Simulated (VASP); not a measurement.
# Sn3S (Pm-3m) in VASP: a series of runs, part 2 of 2

VASP 6.6.1.

**4. Single point, PBEsol (Se replaced by S, lengths x 0.983, strained)**

INCAR

```
PREC     = Accurate       # precision mode
ENCUT    = 520            # plane-wave cutoff, eV
EDIFF    = 1E-7           # SCF threshold, eV
ISMEAR   = 0              # smearing method
SIGMA    = 0.1            # smearing width, eV
LREAL    = False          # projectors in reciprocal space
LASPH    = True           # aspherical terms in the spheres
NELM     = 80             # most SCF steps
ALGO     = Normal         # electronic algorithm
ISIF     = 2              # what is computed and relaxed
LWAVE    = False          # write WAVECAR
LCHARG   = True           # write CHGCAR
GGA      = PS             # functional
LELF     = True           # ELF
LVHAR    = True         
NBANDS   = 32             # bands
```

KPOINTS

```
regular mesh
0
Gamma
  10 10 10
```

POSCAR

```
Sn3S
1.0
    4.8405567073      0.0000000000      0.0000000000
    0.0000000000      4.8405567073      0.0000000000
    0.0000000000      0.0000000000      4.8405567073
Sn S
3 1
Direct
    0.0000000000      0.5000000000      0.5000000000
    0.5000000000      0.0000000000      0.5000000000
    0.5000000000      0.5000000000      0.0000000000
    0.0000000000      0.0000000000      0.0000000000
```

Potentials or basis: VASP PAW PBE potentials, release 64 (Sn_d, S).

Launch:

```console
$ cat potpaw_PBE.64/Sn_d/POTCAR potpaw_PBE.64/S/POTCAR > POTCAR
$ mpirun -np 1 vasp_std > vasp.out
```

OUTCAR:

```text
PREC = Accurate
   ENCUT = 520
   EDIFF = 1E-7
   ISMEAR = 0
   LREAL = False
   LASPH = True
   NELM = 80
   ISIF = 2
   GGA = PS

 ion  position               nearest neighbor table
   1  0.000  0.500  0.500-   2 3.42   3 3.42   3 3.42   2 3.42   2 3.42   3 3.42   3 3.42   2 3.42

   2  0.500  0.000  0.500-   1 3.42   3 3.42   3 3.42   1 3.42   3 3.42   3 3.42   1 3.42   1 3.42

   3  0.500  0.500  0.000-   1 3.42   2 3.42   1 3.42   2 3.42   2 3.42   2 3.42   1 3.42   1 3.42

   4  0.000  0.000  0.000-

  LATTYP: Found a simple cubic cell.
 ALAT       =     4.8405567073

  Lattice vectors:

 A1 = (   4.8405567073,   0.0000000000,   0.0000000000)
 A2 = (   0.0000000000,   4.8405567073,   0.0000000000)
 A3 = (   0.0000000000,   0.0000000000,   4.8405567073)

Analysis of symmetry for initial positions (statically):
=====================================================================
 Subroutine PRICEL returns:
 Original cell was already a primitive cell.

 Routine SETGRP: Setting up the symmetry group for a
 simple cubic supercell.

 Subroutine GETGRP returns: Found 48 space group operations
 (whereof 48 operations were pure point group operations)
 out of a pool of 48 trial point group operations.

The static configuration has the point symmetry O_h .

Analysis of symmetry for dynamics (positions and initial velocities):
=====================================================================
 Subroutine PRICEL returns:
 Original cell was already a primitive cell.

 Routine SETGRP: Setting up the symmetry group for a
 simple cubic supercell.

 Subroutine GETGRP returns: Found 48 space group operations
 (whereof 48 operations were pure point group operations)
 out of a pool of 48 trial point group operations.

[... 118 lines left out ...]
   EFERMI =   0.00;   METHOD = LEGACY
   ISMEAR =     0;   SIGMA  =   0.10  broadening in eV -4-tet -1-fermi 0-gaus
   EFERMI_NEDOS =   21; number of points for ismear=-14 and -15
   IALGO  =     38    algorithm
   IMIX   =      4    mixing-type and parameters
     AMIX     =   0.40;   BMIX     =  1.00
     AMIX_MAG =   1.60;   BMIX_MAG =  1.00
  volume/ion in A,a.u.               =      28.35       191.35
  Fermi-wavevector in a.u.,A,eV,Ry     =   1.229117  2.322695 20.554714  1.510729
  Thomas-Fermi vector in A             =   2.364017
   LORBIT       =      0    0 simple, 1 ext, 2 COOP (PROOUT), +10 PAW based schemes
   GGA     = PS    functional components
   LHFCALC =     F    Hartree Fock is set to
   AEXX    =    0.0000 exact exchange contribution
   IVDW    =     0    specifies the selected vdW correction
   LEPSILON=     F    determine dielectric tensor
   LRPA    =     F    only Hartree local field effects (RPA)
 non-spin polarized calculation
 Gauss-broadening in eV      SIGMA  =   0.10
  energy-cutoff  :      520.00
  volume of cell :      113.42
 maximum number of plane-waves:      3112
   NGX = 19   NGY = 19   NGZ = 19

 number of electron      48.0000038 magnetization

 Free energy of the ion-electron system (eV)
  ---------------------------------------------------
  ext. energy  EPLUGINS =         0.00000000
  ---------------------------------------------------
  free energy    TOTEN  =       -16.46477536 eV

  energy without entropy =      -16.45565810  energy(sigma->0) =      -16.46021673

 E-fermi :   6.2256     XC(G=0):  -9.9081

 val. band max:        6.1885191973   @ k =   0.1000   0.1000   0.0000
 cond. band min:       6.2500351740   @ k =   0.3000   0.3000   0.2000
 fundamental gap:      0.0615159767
 Fermi energy:         6.2255516495

 k-point     1 :       0.0000    0.0000    0.0000
  band No.  band energies     occupation
      1     -15.4555      2.00000
      2     -15.4555      2.00000
      3     -15.4555      2.00000
      4     -15.4489      2.00000
      5     -15.4489      2.00000
      6     -15.4029      2.00000
[... 829 lines left out ...]
     31      10.9392      0.00000
     32      12.1880      0.00000

 [... further k-points ...]

------------------------ aborting loop because EDIFF is reached ----------------------------------------

  FORCE on cell =-STRESS in cart. coord.  units (eV):
  Direction    XX          YY          ZZ          XY          YZ          ZX
  --------------------------------------------------------------------------------------
  -------------------------------------------------------------------------------------
  Total       -4.6790095     -4.6790095     -4.6790095      0.0000000     -0.0000000      0.0000000
  in kB      -66.0965163    -66.0965163    -66.0965163      0.0000000     -0.0000000      0.0000000
  external PRESSURE =     -66.0965163 kB  Pullay stress =       0.0000000 kB

 VOLUME and BASIS-vectors are now :
 -----------------------------------------------------------------------------
  energy-cutoff  :      520.00
  volume of cell :      113.42
      direct lattice vectors                 reciprocal lattice vectors
     4.840556707  0.000000000  0.000000000     0.206587808  0.000000000  0.000000000
     0.000000000  4.840556707  0.000000000     0.000000000  0.206587808  0.000000000
     0.000000000  0.000000000  4.840556707     0.000000000  0.000000000  0.206587808

 POSITION                                       TOTAL-FORCE (eV/Angst)
 -----------------------------------------------------------------------------------
      0.00000      2.42028      2.42028         0.000000      0.000000      0.000000
      2.42028      0.00000      2.42028         0.000000      0.000000      0.000000
      2.42028      2.42028      0.00000         0.000000      0.000000      0.000000
      0.00000      0.00000      0.00000         0.000000      0.000000      0.000000
 -----------------------------------------------------------------------------------
    total drift:                                0.000000      0.000000      0.000000

  FREE ENERGIE OF THE ION-ELECTRON SYSTEM (eV)
  ---------------------------------------------------
  free  energy   TOTEN  =       -16.4647753646 eV

  energy  without entropy=      -16.4556581023  energy(sigma->0) =      -16.46021673
```

OSZICAR:

```text
N       E                     dE             d eps       ncg     rms          rms(c)
DAV:   1     0.445861933412E+03    0.44586E+03   -0.23629E+04  3688   0.212E+03
DAV:   2     0.429696004444E+02   -0.40289E+03   -0.39114E+03  3592   0.544E+02
DAV:   3    -0.140152892192E+02   -0.56985E+02   -0.55000E+02  4336   0.173E+02
DAV:   4    -0.167721549472E+02   -0.27569E+01   -0.27318E+01  4056   0.403E+01
DAV:   5    -0.168626210374E+02   -0.90466E-01   -0.90458E-01  4928   0.772E+00    0.510E+00
DAV:   6    -0.164916620757E+02    0.37096E+00   -0.76504E-01  4560   0.560E+00    0.305E+00
DAV:   7    -0.164729945581E+02    0.18668E-01   -0.15829E-01  4440   0.190E+00    0.156E+00
DAV:   8    -0.164652853435E+02    0.77092E-02   -0.39329E-02  4640   0.103E+00    0.259E-01
DAV:   9    -0.164647001742E+02    0.58517E-03   -0.29079E-03  4256   0.443E-01    0.148E-01
DAV:  10    -0.164647815881E+02   -0.81414E-04   -0.78044E-04  4352   0.255E-01    0.425E-02
DAV:  11    -0.164647762193E+02    0.53688E-05   -0.41844E-05  5312   0.541E-02    0.185E-02
DAV:  12    -0.164647758801E+02    0.33919E-06   -0.75522E-06  4480   0.191E-02    0.732E-03
DAV:  13    -0.164647755049E+02    0.37528E-06   -0.77430E-07  4104   0.759E-03    0.360E-03
DAV:  14    -0.164647753629E+02    0.14201E-06   -0.11453E-07  2864   0.250E-03    0.705E-04
DAV:  15    -0.164647753646E+02   -0.17544E-08   -0.28777E-08  2208   0.197E-03
   1 F= -.16464775E+02 E0= -.16460217E+02  d E =-.911726E-02
```

stdout:

```text
POSCAR found type information on POSCAR SnS
 POSCAR found :  2 types and       4 ions
 scaLAPACK will be used
 -----------------------------------------------------------------------------
|                                                                             |
|                                                                             |
|     You enforced a specific xc type in the INCAR file but a different       |
|     I HOPE YOU KNOW WHAT YOU ARE DOING!                                     |
|                                                                             |
 -----------------------------------------------------------------------------

 LDA part: xc-table for (Slater+PW92), standard interpolation
 POSCAR, INCAR and KPOINTS ok, starting setup
 FFT: planning ... GRIDC
 FFT: planning ... GRID_SOFT
 FFT: planning ... GRID
 WAVECAR not read
 entering main loop
```

Run time: 3.8 min. Hardware: 1 thread of Intel Xeon 8259CL, shared host; peak memory 0.3 GiB.

Results:

| Quantity | Value |
| --- | --- |
| Free energy | -16.4648 eV |
| Pressure | -6.6 GPa |
| Band gap on the k mesh | zero (bands 24 and 25 overlap by 1.78 eV) |

Caveat: the cell differs from its parent crystal (Se replaced by S, lengths x 0.983, strained); the cell stands under tension; the PAW data sets were made with another functional, which shifts forces and pressure a little; spin-orbit coupling is left out, which moves the levels of the heavy elements.

**5. The runs side by side**

```csv
cell,k mesh,gap on the mesh (eV),pressure (GPa)
"a = 4.599 Å, 4 atoms",4 × 4 × 4,none,-0.6
"a = 4.599 Å, 4 atoms",10 × 10 × 10,none,-0.4
"a = 4.841 Å, 4 atoms",10 × 10 × 10,none,-6.6
```

Alike in all rows: task single point; level PBEsol; potentials or basis VASP PAW PBE potentials, release 64 (Sn_d, S); no spin polarisation; cutoff (eV) 520; smearing gaussian 0.1 eV.

Caveats: the PAW data sets were made with another functional, which shifts forces and pressure a little; spin-orbit coupling is left out, which moves the levels of the heavy elements; the cell stands under tension (at least some runs).

Total energies depend on the potentials used, so only differences within one code and one set of settings carry meaning.
